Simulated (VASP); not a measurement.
# Mn (C2/c) in VASP: single point with PBEsol

Aim: the single point of Mn with PBEsol.

Everything below comes from runs of VASP 6.6.1. Logs are shortened: lines on timing, memory, paths and dates and some standing lists are left out, and cuts for length are marked.

## Step 1: The cell of the first run

The typed cell holds 2 atoms: a = 4.120 Å, b = 4.120 Å, c = 2.533 Å, α = 97.67°, β = 97.67°, γ = 146.66°.

## Step 2: Single point, PBEsol, collinear spin, ferromagnetic start

INCAR

```
SYSTEM = Mn
  PREC = Accurate
  ENCUT = 520
  EDIFF = 1E-6
  ISMEAR = -1
  SIGMA = 0.05
  LREAL = .False.
  LASPH = .True.
  NELM = 150
  ALGO = Normal
  ISIF = 2
  LWAVE = .False.
  LCHARG = .False.
  ISPIN = 2
  MAGMOM = 3 3
  LORBIT = 11
  LMAXMIX = 4
  GGA = PS
  NBANDS = 24
  ISYM = 0
  KPAR = 4
```

KPOINTS

```
Automatic mesh
0
Gamma
  14 14 10
  0 0 0
```

POSCAR

```
Mn
1.0
   -2.7904431554      2.7912244175      1.1817329343
    2.7912244175     -2.7904431554      1.1817329343
    1.5845389898      1.5845389898     -1.1803020515
Mn
2
Direct
    0.0000876501      0.9999123499      0.0000000000
    0.7499123499      0.2500876501      0.5000000000
```

Potentials or basis: VASP PAW PBE potentials, release 64 (Mn_pv).

On the command line:

```sh
$ cat potpaw_PBE.64/Mn_pv/POTCAR > POTCAR
$ mpirun -np 4 vasp_std > vasp.out
```

OUTCAR:

```text
SYSTEM = Mn
   PREC = Accurate
   ENCUT = 520
   EDIFF = 1E-6
   ISMEAR = -1
   LREAL = .False.
   LASPH = .True.
   NELM = 150
   ISIF = 2
   ISPIN = 2
   LORBIT = 11
   GGA = PS
   ISYM = 0

 ion  position               nearest neighbor table
   1  0.000  1.000  0.000-   2 2.34   2 2.34   2 2.35   2 2.35   2 2.88   2 2.88   2 2.88   2 2.88

   2  0.750  0.250  0.500-   1 2.34   1 2.34   1 2.35   1 2.35   1 2.88   1 2.88   1 2.88   1 2.88

IMPORTANT INFORMATION: All symmetrisations will be switched off!
NOSYMM: (Re-)initialisation of all symmetry stuff for point group C_1.

----------------------------------------------------------------------------------------

                                     Primitive cell

  volume of cell :      20.9085

  direct lattice vectors                    reciprocal lattice vectors
    -2.790443155  2.791224418  1.181732934     0.067965802  0.247123730  0.423003288
     2.791224418 -2.790443155  1.181732934     0.247123730  0.067965802  0.423003288
     1.584538990  1.584538990 -1.180302052     0.315471515  0.315471515 -0.000208563

  length of vectors
     4.119951393  4.119951393  2.532714069     0.494592023  0.494592023  0.446144144

  position of ions in fractional coordinates (direct lattice)
     0.000087650  0.999912350  1.000000000
     0.749912350  0.250087650  0.500000000

  ion indices of the primitive-cell ions
   primitive index   ion index
                 1           1
                 2           2

----------------------------------------------------------------------------------------

 KPOINTS: Automatic mesh

Automatic generation of k-mesh.
 Grid dimensions read from file:
 generate k-points for:   14   14   10

 Generating k-lattice:

  Cartesian coordinates                     Fractional coordinates (reciprocal lattice)
     0.004854700  0.017651695  0.030214521     0.071428571  0.000000000  0.000000000
     0.017651695  0.004854700  0.030214521     0.000000000  0.071428571  0.000000000
     0.031547152  0.031547152 -0.000020856     0.000000000  0.000000000  0.100000000

  Length of vectors
     0.035328002  0.035328002  0.044614414

  Shift w.r.t. Gamma in fractional coordinates (k-lattice)
     0.000000000  0.000000000  0.000000000

 Subroutine IBZKPT returns following result:
 ===========================================

 Found    984 irreducible k-points:

 Following reciprocal coordinates:
            Coordinates               Weight
  0.000000  0.000000  0.000000      1.000000
  0.071429 -0.000000  0.000000      2.000000
  0.000000 -0.071429 -0.000000      2.000000
  0.142857 -0.000000  0.000000      2.000000
  0.000000 -0.142857  0.000000      2.000000
[... 61 lines left out ...]
  Thomas-Fermi vector in A             =   2.829218
   LORBIT       =     11    0 simple, 1 ext, 2 COOP (PROOUT), +10 PAW based schemes
   GGA     = PS    functional components
   LHFCALC =     F    Hartree Fock is set to
   AEXX    =    0.0000 exact exchange contribution
   IVDW    =     0    specifies the selected vdW correction
   LEPSILON=     F    determine dielectric tensor
   LRPA    =     F    only Hartree local field effects (RPA)
 spin polarized calculation
  energy-cutoff  :      520.00
  volume of cell :       20.91
 maximum number of plane-waves:       583
   NGX = 15   NGY = 15   NGZ =  9

 number of electron      26.0000007 magnetization       0.0001260

 Free energy of the ion-electron system (eV)
  ---------------------------------------------------
  ext. energy  EPLUGINS =         0.00000000
  ---------------------------------------------------
  free energy    TOTEN  =       -19.18097937 eV

  energy without entropy =      -19.15102095  energy(sigma->0) =      -19.16600016

 E-fermi :  10.9399     XC(G=0): -14.3478

 val. band max:       10.9383038215   @ k =  -0.2857  -0.4286  -0.3000
 cond. band min:      10.9409267918   @ k =  -0.3571   0.2857  -0.2000
 fundamental gap:      0.0026229702
 Fermi energy:        10.9399486080

 spin component 1

 k-point     1 :       0.0000    0.0000    0.0000
  band No.  band energies     occupation
      1     -37.6431      1.00000
      2     -36.8747      1.00000
      3     -36.7729      1.00000
      4     -36.7672      1.00000
      5     -36.6717      1.00000
      6     -36.6715      1.00000
[... 637 lines left out ...]
     23      30.9556      0.00000
     24      31.9500      0.00000

 [... further k-points ...]

 spin component 2

 k-point     1 :       0.0000    0.0000    0.0000
  band No.  band energies     occupation
      1     -37.6430      1.00000
      2     -36.8746      1.00000
      3     -36.7728      1.00000
      4     -36.7671      1.00000
      5     -36.6716      1.00000
      6     -36.6714      1.00000
[... 637 lines left out ...]
     23      30.9557      0.00000
     24      31.9502      0.00000

 [... further k-points ...]

------------------------ aborting loop because EDIFF is reached ----------------------------------------

  FORCE on cell =-STRESS in cart. coord.  units (eV):
  Direction    XX          YY          ZZ          XY          YZ          ZX
  --------------------------------------------------------------------------------------
  -------------------------------------------------------------------------------------
  Total        0.0012494      0.0012494     -0.0024939      0.0002506     -0.0038063     -0.0038064
  in kB        0.0957414      0.0957415     -0.1911010      0.0191996     -0.2916707     -0.2916759
  external PRESSURE =       0.0001273 kB  Pullay stress =       0.0000000 kB

 VOLUME and BASIS-vectors are now :
 -----------------------------------------------------------------------------
  energy-cutoff  :      520.00
  volume of cell :       20.91
      direct lattice vectors                 reciprocal lattice vectors
    -2.790443155  2.791224418  1.181732934     0.067965802  0.247123730  0.423003288
     2.791224418 -2.790443155  1.181732934     0.247123730  0.067965802  0.423003288
     1.584538990  1.584538990 -1.180302052     0.315471515  0.315471515 -0.000208563

 POSITION                                       TOTAL-FORCE (eV/Angst)
 -----------------------------------------------------------------------------------
      2.79074     -2.78995      1.18173         0.003562     -0.003562      0.000000
     -0.60227      2.18759      0.59158        -0.003562      0.003562     -0.000000
 -----------------------------------------------------------------------------------
    total drift:                                0.000001     -0.000001      0.000000

  FREE ENERGIE OF THE ION-ELECTRON SYSTEM (eV)
  ---------------------------------------------------
  free  energy   TOTEN  =       -19.1809793724 eV

  energy  without entropy=      -19.1510209473  energy(sigma->0) =      -19.16600016

 total charge

# of ion       s       p       d       tot
------------------------------------------
    1        0.438   6.427   5.198  12.064
    2        0.438   6.427   5.198  12.064
--------------------------------------------------
tot          0.877  12.854  10.396  24.127

 magnetization (x)

# of ion       s       p       d       tot
------------------------------------------
    1       -0.000   0.000   0.000   0.000
    2       -0.000   0.000   0.000   0.000
--------------------------------------------------
tot         -0.000   0.000   0.000   0.000
```

Run time: 12 min. Hardware: 4 MPI ranks of Oxide Virtual Turin-like, shared host; peak memory 0.69 GiB.

Results:

| Item | Value |
| --- | --- |
| Free energy | -19.1810 eV |
| Pressure | 0.0 GPa |
| Largest force | 0.005 eV/Å |
| Band gap on the k mesh | zero (filled and empty bands overlap) |
| Net moment | 0.00 μB per cell |
| Valence electrons inside the program's atomic spheres | Mn 12.06 |

Forces in eV/Å, atoms in the order of the input:
```
Mn   0.004 -0.004  0.000
Mn  -0.004  0.004  0.000
```

Levels at points of the mesh, in eV from the Fermi level:
Spin up:
| k point | band 11 | band 12 | band 13 | band 14 | band 15 | band 16 |
| --- | --- | --- | --- | --- | --- | --- |
| (0.00, 0.00, 0.00) | -1.02 | -0.56 | -0.48 | -0.47 | 0.56 | 0.61 |
| (0.50, 0.00, 0.00) | -1.19 | -0.74 | 0.47 | 0.99 | 1.49 | 1.78 |
| (0.00, 0.50, 0.00) | -1.19 | -0.74 | 0.47 | 0.99 | 1.49 | 1.78 |
| (0.50, 0.50, 0.00) | -1.62 | -1.61 | -0.42 | -0.41 | -0.09 | -0.08 |
| (0.00, 0.00, 0.50) | -2.44 | -2.44 | 0.73 | 0.73 | 1.56 | 1.56 |
| (0.50, 0.00, 0.50) | -1.20 | -0.73 | 0.47 | 0.99 | 1.49 | 1.78 |
| (0.00, 0.50, 0.50) | -1.20 | -0.73 | 0.47 | 0.99 | 1.49 | 1.78 |
| (0.50, 0.50, 0.50) | 0.24 | 0.24 | 0.83 | 0.83 | 1.54 | 1.54 |
Spin down:
```tsv
k point	band 11	band 12	band 13	band 14	band 15	band 16
(0.00, 0.00, 0.00)	-1.02	-0.56	-0.48	-0.47	0.56	0.61
(0.50, 0.00, 0.00)	-1.19	-0.74	0.47	0.99	1.49	1.78
(0.00, 0.50, 0.00)	-1.19	-0.74	0.47	0.99	1.49	1.78
(0.50, 0.50, 0.00)	-1.62	-1.61	-0.42	-0.41	-0.09	-0.08
(0.00, 0.00, 0.50)	-2.44	-2.44	0.73	0.73	1.56	1.56
(0.50, 0.00, 0.50)	-1.20	-0.73	0.47	0.99	1.49	1.78
(0.00, 0.50, 0.50)	-1.20	-0.73	0.47	0.99	1.49	1.78
(0.50, 0.50, 0.50)	0.24	0.24	0.83	0.83	1.54	1.54
```

Caveat: the moments typed at the start vanished in this run; the PAW data sets were made with another functional, which shifts forces and pressure a little.
